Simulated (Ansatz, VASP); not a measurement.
# ZrS2: VASP beside Ansatz

File POSCAR:

```
ZrS2
1.0
    3.6743613682      0.0000000000      0.0000000000
   -1.8371806841      3.1820902876      0.0000000000
    0.0000000000      0.0000000000      5.8571357017
Zr S
1 2
Direct
    0.0000000000      0.0000000000      0.0000000000
    0.6666666667      0.3333333333      0.7537647210
    0.3333333333      0.6666666667      0.2462352790
```

File INCAR.step1:

```
PREC = Accurate
ENCUT = 400
EDIFF = 1E-5
ISMEAR = 0
SIGMA = 0.01
LREAL = False
LASPH = True
NELM = 120
ALGO = Normal
ISIF = 2
LWAVE = True
GGA = PE
NBANDS = 19
GGA_COMPAT = False
```

Contents of INCAR.step2:

```
PREC = Accurate
ENCUT = 400
EDIFF = 1E-6
ISMEAR = 0
SIGMA = 0.01
LREAL = False
LASPH = True
NELM = 120
ALGO = Normal
ISIF = 2
LWAVE = False
LCHARG = True
GGA = PE
LHFCALC = True
AEXX = 0.25
PRECFOCK = Normal
LELF = True
LVHAR = True
ISTART = 1
NBANDS = 19
GGA_COMPAT = False
```

The input KPOINTS:

```
regular mesh
0
Gamma
  6 6 4
```

Input for Ansatz:

```yaml
crystal:
  lattice:
    - [3.6743613682, 0.0, 0.0]
    - [-1.8371806841, 3.1820902876, 0.0]
    - [0.0, 0.0, 5.8571357017]
  atoms:
    - { symbol: Zr, position: [0.0, 0.0, 0.0] }
    - { symbol: S, position: [0.6666666667, 0.3333333333, 0.753764721] }
    - { symbol: S, position: [0.3333333333, 0.6666666667, 0.246235279] }
kpoints:
  mp_grid: { grid: [6, 6, 4] }
  band_path:
    path:
      - [0.0, 0.0, 0.0]
      - [0.5, 0.0, 0.0]
      - [0.3333333333, 0.3333333333, 0.0]
      - [0.0, 0.0, 0.5]
      - [0.5, 0.0, 0.5]
      - [0.3333333333, 0.3333333333, 0.5]
      - [-0.088542, 0.041667, 0.0]
      - [0.0, 0.5, 0.5]
    npoints: 1
hamiltonian:
  xc: pbe0
scf:
  occupations: { method: fixed }
  n_extra_bands: 4
output:
  forces: true
  stress: true
  eigenvalues: true
```

Alike in both runs: task single point; functional PBE0; k mesh 6 × 6 × 4; no spin polarisation.

```csv
,VASP,Ansatz
version,VASP 6.6.1,Ansatz 0.2.0
potentials or method,"VASP PAW PBE potentials, release 64 (Zr_sv, S)","plane waves, PAW"
plane-wave cutoff (eV),400,420
occupations,"gaussian, width 0.01 eV",fixed
valence electrons in the cell,24,24
```

VASP gave:

| Property | Result |
| --- | --- |
| gap on the k mesh at the Fermi level (eV) | 2.38 |
| pressure (GPa) | -0.1 |
| traceless stress, the component that is largest in VASP (GPa) | 0.46 |
| rms of the force components (eV/Å) | 0.086 |

Estimate Ansatz's values.

gap on the k mesh at the Fermi level (eV): 2.36; pressure (GPa): 0.1; traceless stress, the component that is largest in VASP (GPa): 0.41; rms of the force components (eV/Å): 0.088.

Atom by atom the forces differ by 0.003 eV/Å (rms over components). Ansatz's warnings: stress exchange threshold loose, stress scf threshold loose.
